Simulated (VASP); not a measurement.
# FeO (Wuestite) (Fm-3m) in VASP: a series of runs

FeO (Wuestite) is run at these levels: LDA, PBEsol, PBE; tasks: single point.

Everything below comes from runs of VASP 6.6.1. Logs are shortened: lines on timing, memory, paths and dates and some standing lists are left out, and cuts for length are marked.

**What was measured.**

“W\"ustite: Electric, thermodynamic and optical properties of FeO”, 2012, arxiv:1203.1201 quotes, for a bulk crystal of FeO: band gap 2.4 eV (optical).

How close the calculation comes is told below.

## Step 1: The cell of the first run

Symmetry: Fm-3m, No. 225, cubic system. Conventional cell: a = 4.395 Å, b = 4.395 Å, c = 4.395 Å, α = 90.00°, β = 90.00°, γ = 90.00°. Within 2.9 Å of Fe (site symmetry m-3m) lie 6 O at 2.20 Å. Within 2.9 Å of O (site symmetry m-3m) lie 6 Fe at 2.20 Å.

## Step 2: Single point, LDA, collinear spin, ferromagnetic start

INCAR

```
SYSTEM = FeO
ALGO = Normal
EDIFF = 1E-7
ENCUT = 520
ISIF = 2
ISMEAR = -1
ISPIN = 2
LASPH = .True.
LCHARG = .False.
LMAXMIX = 4
LORBIT = 11
LREAL = .False.
LWAVE = .False.
MAGMOM = 3 0
NBANDS = 18
NELM = 150
PREC = Accurate
SIGMA = 0.05
```

KPOINTS

```
k-points
0
Gamma
  11 11 11
  0 0 0
```

POSCAR

```
FeO
1.0
    0.0000000000      2.1976734774      2.1976734774
    2.1976734774      0.0000000000      2.1976734774
    2.1976734774      2.1976734774      0.0000000000
Fe O
1 1
Direct
    0.0000000000      0.0000000000      0.0000000000
    0.5000000000      0.5000000000      0.5000000000
```

Potentials or basis: VASP PAW LDA potentials, release 64 (Fe, O).

The run is started by

```bash
$ cat potpaw_LDA.64/Fe/POTCAR potpaw_LDA.64/O/POTCAR > POTCAR
$ mpirun -np 1 vasp_std > vasp.out
```

OUTCAR:

```text
SYSTEM = FeO
   EDIFF = 1E-7
   ENCUT = 520
   ISIF = 2
   ISMEAR = -1
   ISPIN = 2
   LASPH = .True.
   LORBIT = 11
   LREAL = .False.
   NELM = 150
   PREC = Accurate

 ion  position               nearest neighbor table
   1  0.000  0.000  0.000-   2 2.20   2 2.20   2 2.20   2 2.20   2 2.20   2 2.20
   2  0.500  0.500  0.500-   1 2.20   1 2.20   1 2.20   1 2.20   1 2.20   1 2.20

  LATTYP: Found a face centered cubic cell.
 ALAT       =     4.3953469548

  Lattice vectors:

 A1 = (   0.0000000000,   2.1976734774,   2.1976734774)
 A2 = (   2.1976734774,   0.0000000000,   2.1976734774)
 A3 = (   2.1976734774,   2.1976734774,   0.0000000000)

Analysis of symmetry for initial positions (statically):
=====================================================================
 Subroutine PRICEL returns:
 Original cell was already a primitive cell.

 Routine SETGRP: Setting up the symmetry group for a
 face centered cubic supercell.

 Subroutine GETGRP returns: Found 48 space group operations
 (whereof 48 operations were pure point group operations)
 out of a pool of 48 trial point group operations.

The static configuration has the point symmetry O_h .

Analysis of symmetry for dynamics (positions and initial velocities):
=====================================================================
 Subroutine PRICEL returns:
 Original cell was already a primitive cell.

 Routine SETGRP: Setting up the symmetry group for a
 face centered cubic supercell.

 Subroutine GETGRP returns: Found 48 space group operations
 (whereof 48 operations were pure point group operations)
 out of a pool of 48 trial point group operations.

The dynamic configuration has the point symmetry O_h .

Analysis of structural, dynamic, and magnetic symmetry:
=====================================================================
 Subroutine PRICEL returns:
 Original cell was already a primitive cell.

 Routine SETGRP: Setting up the symmetry group for a
 face centered cubic supercell.

 Subroutine GETGRP returns: Found 48 space group operations
 (whereof 48 operations were pure point group operations)
 out of a pool of 48 trial point group operations.

The overall configuration has the point symmetry O_h .

 Subroutine INISYM returns: Found 48 space group operations
 (whereof 48 operations are pure point group operations),
 and found     1 'primitive' translations

----------------------------------------------------------------------------------------

                                     Primitive cell

  volume of cell :      21.2285

  direct lattice vectors                    reciprocal lattice vectors
     0.000000000  2.197673477  2.197673477    -0.227513325  0.227513325  0.227513325
     2.197673477  0.000000000  2.197673477     0.227513325 -0.227513325  0.227513325
     2.197673477  2.197673477  0.000000000     0.227513325  0.227513325 -0.227513325

  length of vectors
     3.107979637  3.107979637  3.107979637     0.394064638  0.394064638  0.394064638

  position of ions in fractional coordinates (direct lattice)
     0.000000000  0.000000000  0.000000000
     0.500000000  0.500000000  0.500000000

  ion indices of the primitive-cell ions
   primitive index   ion index
                 1           1
                 2           2

----------------------------------------------------------------------------------------

 KPOINTS: k-points

Automatic generation of k-mesh.
 Grid dimensions read from file:
 generate k-points for:   11   11   11

 Generating k-lattice:

  Cartesian coordinates                     Fractional coordinates (reciprocal lattice)
    -0.020683030  0.020683030  0.020683030     0.090909091  0.000000000  0.000000000
     0.020683030 -0.020683030  0.020683030     0.000000000  0.090909091  0.000000000
     0.020683030  0.020683030 -0.020683030     0.000000000  0.000000000  0.090909091

  Length of vectors
     0.035824058  0.035824058  0.035824058

  Shift w.r.t. Gamma in fractional coordinates (k-lattice)
     0.000000000  0.000000000  0.000000000

 Subroutine IBZKPT returns following result:
 ===========================================

 Found     56 irreducible k-points:

 Following reciprocal coordinates:
            Coordinates               Weight
  0.000000  0.000000  0.000000      1.000000
  0.090909  0.000000  0.000000      8.000000
  0.181818  0.000000  0.000000      8.000000
  0.272727  0.000000  0.000000      8.000000
  0.363636  0.000000  0.000000      8.000000
  0.454545  0.000000  0.000000      8.000000
[... 16 lines left out ...]
 -0.272727  0.181818  0.000000     24.000000
 -0.181818  0.181818  0.000000     12.000000
 [... further k-points ...]
   k-points           NKPTS =     56   k-points in BZ     NKDIM =     56   number of bands    NBANDS=     18
   number of dos      NEDOS =    301   number of ions     NIONS =      2
   total plane-waves  NPLWV =  13824
   dimension x,y,z NGX =    24 NGY =   24 NGZ =   24
   dimension x,y,z NGXF=    48 NGYF=   48 NGZF=   48
   ions per type =               1   1
   NGX,Y,Z   is equivalent  to a cutoff of  12.84, 12.84, 12.84 a.u.
   NGXF,Y,Z  is equivalent  to a cutoff of  25.68, 25.68, 25.68 a.u.
 SYSTEM =  FeO
   PREC   = accura    normal or accurate (medium, high low for compatibility)
   ISTART =      0    job   : 0-new  1-cont  2-samecut
   ICHARG =      2    charge: 1-file 2-atom 10-const
   ISPIN  =      2    spin polarized calculation?
   LNONCOLLINEAR =      F non collinear calculations
   LSORBIT =      F    spin-orbit coupling
   LASPH  =      T    aspherical Exc in radial PAW
   ENCUT  =  520.0 eV  38.22 Ry    6.18 a.u.   5.78  5.78  5.78*2*pi/ulx,y,z
   NELM   =    150;   NELMIN=  2; NELMDL= -5     # of ELM steps
   EDIFF  = 0.1E-06   stopping-criterion for ELM
   LREAL  =      F    real-space projection
   EDIFFG = 0.1E-05   stopping-criterion for IOM
   NSW    =      0    number of steps for IOM
   IBRION =     -1    ionic relax: 0-MD 1-quasi-New 2-CG
   NFREE  =      0    steps in history (QN), initial steepest desc. (CG)
   ISIF   =      2    stress and relaxation
   ISYM   =      2    0-nonsym 1-usesym 2-fastsym
   POTIM  = 0.5000    time-step for ionic-motion
   TEBEG  =    0.0;   TEEND  =   0.0 temperature during run
   PSTRESS=    0.0 pullay stress
   NELECT =      14.0000    total number of electrons
   NUPDOWN=      -1.0000    fix difference up-down
   EMIN   =  10.00;   EMAX   =-10.00  energy-range for DOS
   EFERMI =   0.00;   METHOD = LEGACY
   ISMEAR =    -1;   SIGMA  =   0.05  broadening in eV -4-tet -1-fermi 0-gaus
   EFERMI_NEDOS =   21; number of points for ismear=-14 and -15
   IALGO  =     38    algorithm
   IMIX   =      4    mixing-type and parameters
     AMIX     =   0.40;   BMIX     =  1.00
     AMIX_MAG =   1.60;   BMIX_MAG =  1.00
  volume/ion in A,a.u.               =      10.61        71.63
  Fermi-wavevector in a.u.,A,eV,Ry     =   1.424987  2.692836 27.627840  2.030589
  Thomas-Fermi vector in A             =   2.545420
   LORBIT       =     11    0 simple, 1 ext, 2 COOP (PROOUT), +10 PAW based schemes
   GGA     = CA    functional components
   LHFCALC =     F    Hartree Fock is set to
   AEXX    =    0.0000 exact exchange contribution
   IVDW    =     0    specifies the selected vdW correction
   LEPSILON=     F    determine dielectric tensor
   LRPA    =     F    only Hartree local field effects (RPA)
 spin polarized calculation
  energy-cutoff  :      520.00
  volume of cell :       21.23
 maximum number of plane-waves:       584
   NGX = 11   NGY = 11   NGZ = 11

 number of electron      14.0000002 magnetization       4.0009240

 Free energy of the ion-electron system (eV)
  ---------------------------------------------------
  ext. energy  EPLUGINS =         0.00000000
  ---------------------------------------------------
  free energy    TOTEN  =       -16.26251683 eV

  energy without entropy =      -16.24899221  energy(sigma->0) =      -16.25575452

 E-fermi :   5.1924     XC(G=0): -12.3082

 val. band max:        5.1908273123   @ k =  -0.2727   0.3636   0.0909
 cond. band min:       5.1926573059   @ k =   0.0000   0.0000   0.0000
 fundamental gap:      0.0018299937
 Fermi energy:         5.1924246096

 spin component 1

 k-point     1 :       0.0000    0.0000    0.0000
  band No.  band energies     occupation
      1     -14.7079      1.00000
      2       1.6353      1.00000
      3       1.6353      1.00000
      4       1.6353      1.00000
      5       1.6585      1.00000
      6       1.6585      1.00000
[... 10 lines left out ...]
     17      24.7385      0.00000
     18      28.1494      0.00000
[... 463 lines left out ...]
 k-point    24 :      -0.1818    0.1818    0.0000
  band No.  band energies     occupation
      1     -14.0532      1.00000
      2      -1.6252      1.00000
      3      -0.5407      1.00000
      4      -0.0990      1.00000
      5       1.9595      1.00000
      6       2.2342      1.00000
[... 10 lines left out ...]
     17      30.6888      0.00000
     18      32.4780      0.00000

 [... further k-points ...]

 spin component 2

 k-point     1 :       0.0000    0.0000    0.0000
  band No.  band energies     occupation
      1     -14.1529      1.00000
      2       2.2465      1.00000
      3       2.2465      1.00000
      4       2.2465      1.00000
      5       4.5280      1.00000
      6       4.5280      1.00000
[... 10 lines left out ...]
     17      26.0003      0.00000
     18      29.2544      0.00000
[... 463 lines left out ...]
 k-point    24 :      -0.1818    0.1818    0.0000
  band No.  band energies     occupation
      1     -13.4904      1.00000
      2      -0.7740      1.00000
      3       0.8377      1.00000
      4       0.9128      1.00000
      5       4.9654      0.98944
      6       5.1824      0.54989
[... 10 lines left out ...]
     17      31.4753      0.00000
     18      33.2611      0.00000

 [... further k-points ...]
[... 5 lines left out ...]
  --------------------------------------------------------------------------------------
  -------------------------------------------------------------------------------------
  Total       -3.0804088     -3.0804088     -3.0804088      0.0000000      0.0000000     -0.0000000
  in kB     -232.4874082   -232.4874082   -232.4874082      0.0000000      0.0000000     -0.0000000
  external PRESSURE =    -232.4874082 kB  Pullay stress =       0.0000000 kB

 VOLUME and BASIS-vectors are now :
 -----------------------------------------------------------------------------
  energy-cutoff  :      520.00
  volume of cell :       21.23
      direct lattice vectors                 reciprocal lattice vectors
     0.000000000  2.197673477  2.197673477    -0.227513325  0.227513325  0.227513325
     2.197673477  0.000000000  2.197673477     0.227513325 -0.227513325  0.227513325
     2.197673477  2.197673477  0.000000000     0.227513325  0.227513325 -0.227513325

 POSITION                                       TOTAL-FORCE (eV/Angst)
 -----------------------------------------------------------------------------------
      0.00000      0.00000      0.00000        -0.000000     -0.000000     -0.000000
      2.19767      2.19767      2.19767         0.000000      0.000000      0.000000
 -----------------------------------------------------------------------------------
    total drift:                                0.000000     -0.000000      0.000000

  FREE ENERGIE OF THE ION-ELECTRON SYSTEM (eV)
  ---------------------------------------------------
  free  energy   TOTEN  =       -16.2625168273 eV

  energy  without entropy=      -16.2489922051  energy(sigma->0) =      -16.25575452

 total charge

# of ion       s       p       d       tot
------------------------------------------
    1        0.278   0.327   6.069   6.674
    2        1.544   3.378   0.000   4.923
--------------------------------------------------
tot          1.823   3.705   6.069  11.596

 magnetization (x)

# of ion       s       p       d       tot
------------------------------------------
    1        0.024   0.019   3.539   3.582
    2        0.028   0.280   0.000   0.308
--------------------------------------------------
tot          0.052   0.299   3.539   3.890
```

Wall time 46 s (1 thread of Intel Xeon Platinum 8259CL at 2.50GHz (Skylake/Cascade Lake), shared host); peak memory 0.16 GiB.

Results:

| Property | Result |
| --- | --- |
| Free energy | -16.2625 eV |
| Pressure | -23.2 GPa |
| Band gap on the k mesh | zero (filled and empty bands overlap) |
| Net moment | 4.00 μB per cell |
| Site moments | Fe +3.58; O +0.31 μB |
| Valence electrons inside the program's atomic spheres | Fe 6.67; O 4.92 |

Caveat: a cell with one magnetic atom can't hold antiferromagnetic order, which such compounds often take; semilocal functionals often make such compounds metallic where correlation or magnetic order opens a gap, which also shifts bond lengths. With open d or f shells a metallic result of LDA can be an artefact of self-interaction; +U or a hybrid may open a gap.

[end of part 1 of 2]
